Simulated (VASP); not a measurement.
Input of a VASP 6.6.1 run:

Contents of INCAR:

```
  ALGO = Fast
  DIPOL = 0.5 0.5 0.328
  EDIFF = 1E-6
  ENCUT = 520
  GGA = PE
  IDIPOL = 3
  ISIF = 2
  ISMEAR = 0
  LASPH = True
  LCHARG = False
  LDIPOL = True
  LREAL = Auto
  LWAVE = False
  NBANDS = 104
  NELM = 80
  PREC = Accurate
  SIGMA = 0.1
```

File KPOINTS:

```
k-points
0
Gamma
  4 4 1
```

File POSCAR:

```
Ta16Si
1.0
    6.6379342676      0.0000000000      0.0000000000
    0.0000000000      6.6379342676      0.0000000000
    0.0000000000      0.0000000000     20.2996559590
Ta Si
16 1
Direct
    0.2500000000      0.2500000000      0.1970476745
    0.2500000000      0.7500000000      0.1970476745
    0.7500000000      0.2500000000      0.1970476745
    0.7500000000      0.7500000000      0.1970476745
    0.0000000000      0.0000000000      0.2787970190
    0.0000000000      0.5000000000      0.2787970190
    0.5000000000      0.0000000000      0.2787970190
    0.5000000000      0.5000000000      0.2787970190
    0.2500000000      0.2500000000      0.3599139068
    0.2500000000      0.7500000000      0.3599139068
    0.7500000000      0.2500000000      0.3599139068
    0.7500000000      0.7500000000      0.3599139068
    0.0000000000      0.0000000000      0.4334879358
    0.0000000000      0.5000000000      0.4334879358
    0.5000000000      0.0000000000      0.4334879358
    0.5000000000      0.5000000000      0.4334879358
    0.2500000000      0.2500000000      0.4933331251
```

Potentials or basis: VASP PAW PBE potentials, release 64 (Ta_pv, Si).

Command:

```bash
$ cat potpaw_PBE.64/Ta_pv/POTCAR potpaw_PBE.64/Si/POTCAR > POTCAR
$ mpirun -np 1 vasp_std > vasp.out
```

Question: Estimate the band gap on the k mesh.

Answer: Zero (bands 90 and 91 overlap by 0.84 eV).

Question: Predict the largest force.

Answer: 1.537 eV/Å.

Forces on the atoms (eV/Å):
```
Ta   0.000  0.000  0.936
Ta   0.000  0.000  0.827
Ta   0.000  0.000  0.827
Ta   0.000  0.000  0.837
Ta  -0.019 -0.019 -0.915
Ta  -0.019  0.019 -0.915
Ta   0.019 -0.019 -0.915
Ta   0.019  0.019 -0.915
Ta   0.000  0.000 -1.537
Ta   0.000  0.000 -0.314
Ta   0.000  0.000 -0.314
Ta   0.000  0.000 -0.555
Ta  -0.152 -0.152  0.737
Ta  -0.152  0.152  0.737
Ta   0.152 -0.152  0.737
Ta   0.152  0.152  0.737
Si   0.000  0.000  0.005
```

Caveat: spin-orbit coupling is left out, which moves the levels of the heavy elements.
